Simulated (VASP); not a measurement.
Wanted: the native input for a VASP 6.6.1 run.

```
Task                   : single point
Functional             : revPBE
Potentials or basis    : VASP PAW PBE potentials, release 64 (V_sv)
Cutoff                 : 520 eV
k mesh                 : 24 × 24 × 24
Occupations            : fermi-dirac, width 0.1 eV
Spin                   : no spin polarisation
Dipole correction      : no
Further INCAR settings : ALGO = Normal; EDIFF = 1e-06; NBANDS = 12
```

The structure of V lies in POSCAR:

```
V
1.0
   -1.4449942346      1.4449942346      1.4449942346
    1.4449942346     -1.4449942346      1.4449942346
    1.4449942346      1.4449942346     -1.4449942346
V
1
Direct
    0.0000000000      0.0000000000      0.0000000000
```

This cell differs from its parent crystal: volume scaled by 0.88.

The input as run:

INCAR

```
ALGO = Normal
EDIFF = 1E-6
ENCUT = 520
GGA = RE
ISIF = 2
ISMEAR = -1
LASPH = T
LCHARG = F
LREAL = F
LWAVE = F
NBANDS = 12
NELM = 80
PREC = Accurate
SIGMA = 0.1
```

KPOINTS

```
k-points
0
Gamma
  24 24 24
```

Potentials or basis: VASP PAW PBE potentials, release 64 (V_sv).

Run with:

```console
$ cat potpaw_PBE.64/V_sv/POTCAR > POTCAR
$ mpirun -np 1 vasp_std > vasp.out
```

It gave:

The pressure is 28.7 GPa.

Caveat: the PAW data sets were made with another functional, which shifts forces and pressure a little.

Run time: 100 s on 1 thread of AMD EPYC 7R13 (shared host), peak memory 0.14 GiB.
